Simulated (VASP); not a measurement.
Write the native input for VASP 6.6.1 that does the following.

```
Task                   : single point
Functional             : LDA
Potentials or basis    : VASP PAW LDA potentials, release 64 (Mg, Zn, O)
Cutoff                 : 520 eV
k mesh                 : 12 × 12 × 4
Occupations            : gaussian, width 0.01 eV
Spin                   : no spin polarisation
Hubbard terms          : Zn d U = 2.0 eV
Dipole correction      : no
Further INCAR settings : ALGO = Normal; EDIFF = 1e-07; NBANDS = 26
```

The structure of Mg2ZnO3 lies in POSCAR:

```
Mg2ZnO3
1.0
    3.0330000000      0.0000000000      0.0000000000
   -1.5165000000      2.6266500000      0.0000000000
    0.0000000000      0.0000000000      7.4033200000
Mg Zn O
2 1 3
Direct
    0.3333333333      0.6666666667      0.6658000000
    0.6666666667      0.3333333333      0.3342000000
    0.0000000000      0.0000000000      0.0000000000
    0.3333333333      0.6666666667      0.1726200000
    0.6666666667      0.3333333333      0.8273800000
    0.0000000000      0.0000000000      0.5000000000
```

The input as run:

INCAR

```
PREC     = Accurate       # precision mode
ENCUT    = 520            # plane-wave cutoff, eV
EDIFF    = 1E-7           # SCF threshold, eV
ISMEAR   = 0              # smearing method
SIGMA    = 0.01           # smearing width, eV
LREAL    = False          # projectors in reciprocal space
LASPH    = True           # aspherical terms in the spheres
NELM     = 150            # most SCF steps
ALGO     = Normal         # electronic algorithm
ISIF     = 2              # what is computed and relaxed
LWAVE    = False          # write WAVECAR
LCHARG   = False          # write CHGCAR
LDAU     = True           # DFT+U
LDAUTYPE = 2            
LDAUL    = -1 2 -1        # shell
LDAUU    = 0 2 0          # U, eV
LDAUJ    = 0 0 0        
LDAUPRINT= 1            
GGA      = CA             # functional
NBANDS   = 26             # bands
```

KPOINTS

```
regular mesh
0
Gamma
  12 12 4
```

Potentials or basis: VASP PAW LDA potentials, release 64 (Mg, Zn, O).

Launch:

```console
$ cat potpaw_LDA.64/Mg/POTCAR potpaw_LDA.64/Zn/POTCAR potpaw_LDA.64/O/POTCAR > POTCAR
$ mpirun -np 1 vasp_std > vasp.out
```

Results of the run:

| Item | Value |
| --- | --- |
| Pressure | -14.0 GPa |
| Largest force | 0.289 eV/Å |
| Band gap on the k mesh | 2.95 eV, indirect (least direct gap 3.06 eV) |

Wall time 41 s on 1 thread of Intel(R) Xeon(R) 6975P-C (Granite Rapids), on a shared host, peak memory 0.22 GiB.
